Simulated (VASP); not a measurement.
# ZnSi3N (Cmmm) in VASP: single point with PBE

Aim: the single point of ZnSi3N with PBE.

Everything below comes from runs of VASP 6.6.1. Logs are shortened: lines on timing, memory, paths and dates and some standing lists are left out, and cuts for length are marked.

## (1) The cell of the first run

It takes space group Cmmm (No. 65, orthorhombic). Conventional cell: a = 5.124 Å, b = 10.204 Å, c = 3.264 Å, α = 90.00°, β = 90.00°, γ = 90.00°. Zn (site symmetry mmm) has 4 Si at 2.41 to 2.56 Å and 4 N at 3.04 Å within 3.2 Å. Si (site symmetry m2m) has 1 Zn at 2.41 Å and 3 Si at 2.58 to 2.69 Å and 2 N at 3.15 Å within 3.2 Å. Within 2.2 Å of Si (site symmetry mmm) lie 2 N at 1.63 Å. Within 2.2 Å of N (site symmetry mmm) lie 2 Si at 1.63 Å.

## (2) Single point, PBE

Contents of INCAR:

```
PREC     = Accurate       # precision mode
ENCUT    = 520            # plane-wave cutoff, eV
EDIFF    = 1E-6           # SCF threshold, eV
ISMEAR   = 0              # smearing method
SIGMA    = 0.2            # smearing width, eV
LREAL    = F              # projectors in reciprocal space
LASPH    = T              # aspherical terms in the spheres
NELM     = 80             # most SCF steps
ALGO     = Normal         # electronic algorithm
ISIF     = 2              # what is computed and relaxed
LWAVE    = F              # write WAVECAR
LCHARG   = F              # write CHGCAR
GGA      = PE             # functional
NBANDS   = 40             # bands
```

Contents of KPOINTS:

```
regular mesh
0
Gamma
  6 4 4
```

Contents of POSCAR:

```
ZnSi3N
1.0
    0.0000000000      0.0000000000      3.2644569467
    2.5617770222     -5.1019617622      0.0000000000
    7.6853310666      5.1019617622      0.0000000000
Zn Si N
2 6 2
Direct
    0.0000000000      0.0000000000      0.0000000000
    0.0000000000      0.5000000000      0.5000000000
    0.0000000000      0.6457258636      0.1180913788
    0.0000000000      0.1457258636      0.6180913788
    0.0000000000      0.8542741364      0.3819086212
    0.0000000000      0.3542741364      0.8819086212
    0.0000000000      0.2500000000      0.2500000000
    0.0000000000      0.7500000000      0.7500000000
    0.5000000000      0.2500000000      0.2500000000
    0.5000000000      0.7500000000      0.7500000000
```

Potentials or basis: VASP PAW PBE potentials, release 64 (Zn, Si, N).

Launch:

```sh
> cat potpaw_PBE.64/Zn/POTCAR potpaw_PBE.64/Si/POTCAR potpaw_PBE.64/N/POTCAR > POTCAR
> mpirun -np 1 vasp_std > vasp.out
```

OUTCAR:

```text
PREC = Accurate
   ENCUT = 520
   EDIFF = 1E-6
   ISMEAR = 0
   LREAL = F
   LASPH = T
   NELM = 80
   ISIF = 2
   GGA = PE

 ion  position               nearest neighbor table
   1  0.000  0.000  0.000-   3 2.41   6 2.41   7 2.56   8 2.56
   2  0.000  0.500  0.500-   4 2.41   5 2.41   7 2.56   8 2.56
   3  0.000  0.646  0.118-   1 2.41   5 2.58   6 2.58   7 2.69
   4  0.000  0.146  0.618-   2 2.41   6 2.58   5 2.58   8 2.69
   5  0.000  0.854  0.382-   2 2.41   3 2.58   4 2.58   7 2.69
   6  0.000  0.354  0.882-   1 2.41   4 2.58   3 2.58   8 2.69
   7  0.000  0.250  0.250-   9 1.63   9 1.63   1 2.56   2 2.56   3 2.69   5 2.69
   8  0.000  0.750  0.750-  10 1.63  10 1.63   1 2.56   2 2.56   4 2.69   6 2.69
   9  0.500  0.250  0.250-   7 1.63   7 1.63
  10  0.500  0.750  0.750-   8 1.63   8 1.63

  LATTYP: Found a simple monoclinic cell.
 ALAT       =     5.7090030070
 B/A-ratio  =     0.5718085877
 C/A-ratio  =     1.6158090389
 COS(beta)  =    -0.1204230019

  Lattice vectors:

 A1 = (   2.5617770222,  -5.1019617622,   0.0000000000)
 A2 = (   0.0000000000,   0.0000000000,  -3.2644569467)
 A3 = (   7.6853310666,   5.1019617622,   0.0000000000)

Analysis of symmetry for initial positions (statically):
=====================================================================
 Subroutine PRICEL returns following result:

  LATTYP: Found a base centered orthorhombic cell.
 ALAT       =     5.1235540444
 B/A-ratio  =     1.9915713655
 C/A-ratio  =     0.6371469723

  Lattice vectors:

 A1 = (   2.5617770222,  -5.1019617622,   0.0000000000)
 A2 = (   2.5617770222,   5.1019617622,   0.0000000000)
 A3 = (   0.0000000000,   0.0000000000,   3.2644569467)

   2 primitive cells build up your supercell.

 Routine SETGRP: Setting up the symmetry group for a
 simple monoclinic supercell.

 Subroutine GETGRP returns: Found  4 space group operations
 (whereof  4 operations were pure point group operations)
 out of a pool of  4 trial point group operations.

The static configuration has the point symmetry C_2h.

Analysis of symmetry for dynamics (positions and initial velocities):
=====================================================================
 Subroutine PRICEL returns following result:

  LATTYP: Found a base centered orthorhombic cell.
 ALAT       =     5.1235540444
 B/A-ratio  =     1.9915713655
 C/A-ratio  =     0.6371469723

  Lattice vectors:

 A1 = (   2.5617770222,  -5.1019617622,   0.0000000000)
 A2 = (   2.5617770222,   5.1019617622,   0.0000000000)
 A3 = (   0.0000000000,   0.0000000000,   3.2644569467)

   2 primitive cells build up your supercell.

 Routine SETGRP: Setting up the symmetry group for a
 simple monoclinic supercell.

 Subroutine GETGRP returns: Found  4 space group operations
 (whereof  4 operations were pure point group operations)
 out of a pool of  4 trial point group operations.

The dynamic configuration has the point symmetry C_2h.

 Subroutine INISYM returns: Found  4 space group operations
 (whereof  4 operations are pure point group operations),
 and found     2 'primitive' translations

----------------------------------------------------------------------------------------

                                     Primitive cell

  volume of cell :      85.3335

  direct lattice vectors                    reciprocal lattice vectors
     2.561777022 -5.101961762  0.000000000     0.195177018 -0.098001518  0.000000000
     2.561777022  5.101961762  0.000000000     0.195177018  0.098001518  0.000000000
     0.000000000  0.000000000  3.264456947     0.000000000  0.000000000  0.306329664

  length of vectors
     5.709003007  5.709003007  3.264456947     0.218399556  0.218399556  0.306329664

  position of ions in fractional coordinates (direct lattice)
     0.000000000  0.000000000  0.000000000
     0.763817242  0.236182758  0.000000000
     0.236182758  0.763817242  0.000000000
     0.500000000  0.500000000  0.000000000
     0.500000000  0.500000000  0.500000000

  ion indices of the primitive-cell ions
   primitive index   ion index
                 1           1
                 2           3
                 3           6
                 4           7
                 5           9

----------------------------------------------------------------------------------------

 KPOINTS: regular mesh

Automatic generation of k-mesh.
 Grid dimensions read from file:
 generate k-points for:    6    4    4

 Generating k-lattice:

  Cartesian coordinates                     Fractional coordinates (reciprocal lattice)
     0.000000000  0.000000000  0.051054944     0.166666667  0.000000000  0.000000000
     0.024397127 -0.036750569  0.000000000     0.000000000  0.250000000 -0.000000000
     0.024397127  0.012250190  0.000000000     0.000000000  0.000000000  0.250000000

  Length of vectors
     0.051054944  0.044111497  0.027299944

  Shift w.r.t. Gamma in fractional coordinates (k-lattice)
     0.000000000  0.000000000  0.000000000

 Subroutine IBZKPT returns following result:
 ===========================================

 Found     40 irreducible k-points:

 Following reciprocal coordinates:
            Coordinates               Weight
  0.000000  0.000000  0.000000      1.000000
  0.166667  0.000000  0.000000      2.000000
  0.333333  0.000000  0.000000      2.000000
  0.500000  0.000000  0.000000      1.000000
  0.000000  0.250000 -0.000000      2.000000
  0.166667  0.250000 -0.000000      4.000000
[... 16 lines left out ...]
  0.333333  0.500000  0.250000      4.000000
  0.500000  0.500000  0.250000      2.000000
 [... further k-points ...]
   k-points           NKPTS =     40   k-points in BZ     NKDIM =     40   number of bands    NBANDS=     40
   number of dos      NEDOS =    301   number of ions     NIONS =     10
   total plane-waves  NPLWV =  70560
   dimension x,y,z NGX =    24 NGY =   42 NGZ =   70
   dimension x,y,z NGXF=    48 NGYF=   84 NGZF=  140
   ions per type =               2   6   2
   NGX,Y,Z   is equivalent  to a cutoff of  12.22, 12.23, 12.62 a.u.
   NGXF,Y,Z  is equivalent  to a cutoff of  24.44, 24.46, 25.23 a.u.
 SYSTEM =  unknown system
   PREC   = accura    normal or accurate (medium, high low for compatibility)
   ISTART =      0    job   : 0-new  1-cont  2-samecut
   ICHARG =      2    charge: 1-file 2-atom 10-const
   ISPIN  =      1    spin polarized calculation?
   LNONCOLLINEAR =      F non collinear calculations
   LSORBIT =      F    spin-orbit coupling
   LASPH  =      T    aspherical Exc in radial PAW
   ENCUT  =  520.0 eV  38.22 Ry    6.18 a.u.   6.07 10.61 17.15*2*pi/ulx,y,z
   NELM   =     80;   NELMIN=  2; NELMDL= -5     # of ELM steps
   EDIFF  = 0.1E-05   stopping-criterion for ELM
   LREAL  =      F    real-space projection
[... 7 lines left out ...]
   TEBEG  =    0.0;   TEEND  =   0.0 temperature during run
   PSTRESS=    0.0 pullay stress
   NELECT =      58.0000    total number of electrons
   NUPDOWN=      -1.0000    fix difference up-down
   EMIN   =  10.00;   EMAX   =-10.00  energy-range for DOS
   EFERMI =   0.00;   METHOD = LEGACY
   ISMEAR =     0;   SIGMA  =   0.20  broadening in eV -4-tet -1-fermi 0-gaus
   EFERMI_NEDOS =   21; number of points for ismear=-14 and -15
   IALGO  =     38    algorithm
   IMIX   =      4    mixing-type and parameters
     AMIX     =   0.40;   BMIX     =  1.00
     AMIX_MAG =   1.60;   BMIX_MAG =  1.00
  volume/ion in A,a.u.               =      17.07       115.17
  Fermi-wavevector in a.u.,A,eV,Ry     =   1.142442  2.158903 17.757981  1.305175
  Thomas-Fermi vector in A             =   2.279140
   LORBIT       =      0    0 simple, 1 ext, 2 COOP (PROOUT), +10 PAW based schemes
   GGA     = PE    functional components
   LHFCALC =     F    Hartree Fock is set to
   AEXX    =    0.0000 exact exchange contribution
   IVDW    =     0    specifies the selected vdW correction
   LEPSILON=     F    determine dielectric tensor
   LRPA    =     F    only Hartree local field effects (RPA)
 non-spin polarized calculation
 Gauss-broadening in eV      SIGMA  =   0.20
  energy-cutoff  :      520.00
  volume of cell :      170.67
 maximum number of plane-waves:      4622
   NGX = 13   NGY = 21   NGZ = 35

 number of electron      58.0000011 magnetization

 Free energy of the ion-electron system (eV)
  ---------------------------------------------------
  ext. energy  EPLUGINS =         0.00000000
  ---------------------------------------------------
  free energy    TOTEN  =       -45.12531072 eV

  energy without entropy =      -45.04876811  energy(sigma->0) =      -45.08703941

 E-fermi :   4.9465     XC(G=0):  -9.9843

 val. band max:        4.9327968144   @ k =   0.1667   0.0000   0.2500
 cond. band min:       4.9733797663   @ k =   0.5000   0.5000   0.5000
 fundamental gap:      0.0405829519
 Fermi energy:         4.9465357738

 k-point     1 :       0.0000    0.0000    0.0000
  band No.  band energies     occupation
      1     -11.6989      2.00000
      2     -11.6384      2.00000
      3      -5.0628      2.00000
      4      -4.4334      2.00000
      5      -3.4681      2.00000
      6      -2.8187      2.00000
[... 32 lines left out ...]
     39      10.9695      0.00000
     40      11.3055      0.00000

 k-point     2 :       0.1667    0.0000    0.0000
  band No.  band energies     occupation
      1     -11.4734      2.00000
      2     -11.4205      2.00000
      3      -4.9794      2.00000
      4      -4.1690      2.00000
      5      -3.6115      2.00000
      6      -3.1812      2.00000
[... 935 lines left out ...]
     39       9.1761      0.00000
     40       9.3343      0.00000

 k-point    24 :       0.5000    0.5000    0.2500
  band No.  band energies     occupation
      1     -10.5456      2.00000
      2     -10.5446      2.00000
      3      -5.7999      2.00000
      4      -5.7169      2.00000
      5      -3.4356      2.00000
      6      -3.2524      2.00000
[... 32 lines left out ...]
     39       9.4308      0.00000
     40       9.5848      0.00000

 [... further k-points ...]

------------------------ aborting loop because EDIFF is reached ----------------------------------------

  FORCE on cell =-STRESS in cart. coord.  units (eV):
  Direction    XX          YY          ZZ          XY          YZ          ZX
  --------------------------------------------------------------------------------------
  -------------------------------------------------------------------------------------
  Total        0.7041928      0.6916974     -0.7999740     -0.1073182      0.0000000      0.0000000
  in kB        6.6107802      6.4934767     -7.5099492     -1.0074752      0.0000000      0.0000000
  external PRESSURE =       1.8647692 kB  Pullay stress =       0.0000000 kB

 VOLUME and BASIS-vectors are now :
 -----------------------------------------------------------------------------
  energy-cutoff  :      520.00
  volume of cell :      170.67
      direct lattice vectors                 reciprocal lattice vectors
     0.000000000  0.000000000  3.264456947     0.000000000  0.000000000  0.306329664
     2.561777022 -5.101961762  0.000000000     0.097588509 -0.147002278  0.000000000
     7.685331067  5.101961762  0.000000000     0.097588509  0.049000759  0.000000000

 POSITION                                       TOTAL-FORCE (eV/Angst)
 -----------------------------------------------------------------------------------
      0.00000      0.00000      0.00000        -0.000000      0.000000      0.000000
      5.12355      0.00000      0.00000        -0.000000      0.000000      0.000000
      2.56178     -2.69197      0.00000        -0.051144     -0.034540      0.000000
      5.12355      2.40999      0.00000        -0.051144     -0.034540      0.000000
      5.12355     -2.40999      0.00000         0.051144      0.034540     -0.000000
      7.68533      2.69197      0.00000         0.051144      0.034540      0.000000
      2.56178      0.00000      0.00000        -0.000000      0.000000      0.000000
      7.68533      0.00000      0.00000        -0.000000      0.000000      0.000000
      2.56178      0.00000      1.63223        -0.000000      0.000000      0.000000
      7.68533      0.00000      1.63223        -0.000000      0.000000      0.000000
 -----------------------------------------------------------------------------------
    total drift:                                0.000000     -0.000000      0.000000

  FREE ENERGIE OF THE ION-ELECTRON SYSTEM (eV)
  ---------------------------------------------------
  free  energy   TOTEN  =       -45.1253107233 eV

  energy  without entropy=      -45.0487681055  energy(sigma->0) =      -45.08703941
```

Wall time 3.2 min (1 thread of Intel Xeon Platinum 8259CL at 2.50GHz (Skylake/Cascade Lake), shared host); peak memory 0.39 GiB.

What came out:

```yaml
Free_energy: -45.1253 eV
Pressure: 0.2 GPa
Largest_force: 0.062 eV/Å
Band_gap_on_the_k_mesh: zero (band 29 reaches 6.62 eV, above the bottom of band 30 at 3.79 eV)
```

Forces in eV/Å, atoms in the order of the input:
```
Zn   0.000  0.000  0.000
Zn   0.000  0.000  0.000
Si  -0.051 -0.035  0.000
Si  -0.051 -0.035  0.000
Si   0.051  0.035  0.000
Si   0.051  0.035  0.000
Si   0.000  0.000  0.000
Si   0.000  0.000  0.000
N    0.000  0.000  0.000
N    0.000  0.000  0.000
```
